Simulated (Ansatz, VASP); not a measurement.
## TiW2: VASP beside Ansatz

```xyz
3
Lattice="-1.5886 1.5886 4.7926 1.5886 -1.5886 4.7926 1.5886 1.5886 -4.7926" Properties=species:S:1:pos:R:3 pbc="T T T"
Ti    0.0000    0.0000    4.7926
W     0.0000    0.0000    7.9312
W     0.0000    0.0000    1.6540
```

Alike in both runs: functional PBE; k mesh 8 × 8 × 8; occupations gaussian, width 0.1 eV; no spin polarisation.

Ansatz relaxed the structure, and its values are those at the end. VASP's run is a single point on that final structure, the one shown.

|  | VASP | Ansatz |
| --- | --- | --- |
| version | VASP 6.6.1 | Ansatz 0.2.0 |
| potentials or method | VASP PAW PBE potentials, release 64 (Ti_sv, W_sv), cutoff 520 eV | scalar-relativistic, plane waves, PAW |
| valence electrons in the cell | 40 | 40 |

VASP gave:

- gap on the k mesh at the Fermi level (eV): none
- pressure (GPa): 0.1
- rms of the force components (eV/Å): 0.014

**Question.** What did Ansatz give for the same quantities?

**Answer.** gap on the k mesh at the Fermi level (eV): none; pressure (GPa): -0.1; rms of the force components (eV/Å): 0.001.

A gap of «none» marks a metal or a gap that the smearing closes. With one functional, cell and mesh, what is left measures potentials, basis and numerics.

Spin-orbit coupling is off throughout.
